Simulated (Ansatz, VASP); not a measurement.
**B: VASP beside Ansatz**

```xyz
6
Lattice="3.9385 2.2739 0.8598 -3.9385 2.2739 0.8598 0.0000 -4.5478 0.8598" Properties=species:S:1:pos:R:3 pbc="T T T"
B    -1.0375    0.5990    0.2270
B     0.0000   -1.1980    0.2270
B     1.0375    0.5990    0.2270
B     1.3281   -0.7668    1.5900
B     0.0000    1.5335    1.5900
B    -1.3281   -0.7668    1.5900
```

Alike in both runs: task single point; functional PBE; k mesh 6 × 6 × 6; occupations gaussian, width 0.1 eV; no spin polarisation.

|  | VASP | Ansatz |
| --- | --- | --- |
| version | VASP 6.6.1 | Ansatz 0.2.0 |
| potentials or method | VASP PAW PBE potentials, release 64 (B), cutoff 520 eV | scalar-relativistic, plane waves, PAW |
| valence electrons in the cell | 18 | 18 |

```csv
,VASP,Ansatz,Ansatz less VASP
gap on the k mesh at the Fermi level (eV),none,none,-
pressure (GPa),-20.0,-20.0,0.00
"traceless stress, the component that is largest in VASP (GPa)",18.58,18.58,0.000
rms of the force components (eV/Å),0.253,0.252,-0.0011
```

Atom by atom the forces differ by 0.002 eV/Å (rms over components). A gap of «none» marks a metal or a gap that the smearing closes.

The k mesh is coarse, so the values compare programs but aren't converged.
